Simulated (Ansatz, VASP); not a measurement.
# CdTe: VASP beside Ansatz

```
Cd Te
1.0
     0.00000    3.27990    3.29860
     3.27990    0.00000    3.29860
     3.27990    3.27990    0.00000
Cd Te
1 1
Direct
  0.00000 0.00000 0.00000
  0.25000 0.25000 0.25000
```

Change from the starting cell: uniaxial_z strain +0.6%.

Alike in both runs: task single point; functional HSE06; k mesh 4 × 4 × 4; no spin polarisation.

|  | VASP | Ansatz |
| --- | --- | --- |
| version | VASP 6.6.1 | Ansatz 0.2.0 |
| potentials or method | VASP PAW PBE potentials, release 64 (Cd, Te) | plane waves, PAW |
| plane-wave cutoff (eV) | 520 | 420 |
| occupations | gaussian, width 0.01 eV | fixed |
| valence electrons in the cell | 18 | 36 |

```csv
,VASP,Ansatz,Ansatz less VASP
gap on the k mesh at the Fermi level (eV),1.42,1.50,+0.082
pressure (GPa),0.0,0.0,0.00
"traceless stress, the component that is largest in VASP (GPa)",-0.07,-0.07,0.000
```

VASP's potentials hold 18 valence electrons a cell and Ansatz's 36, so a difference there can come from the potentials and not from the codes. Ansatz's warnings: stress exchange threshold loose, stress scf threshold loose.

Neither program's run includes spin-orbit coupling.
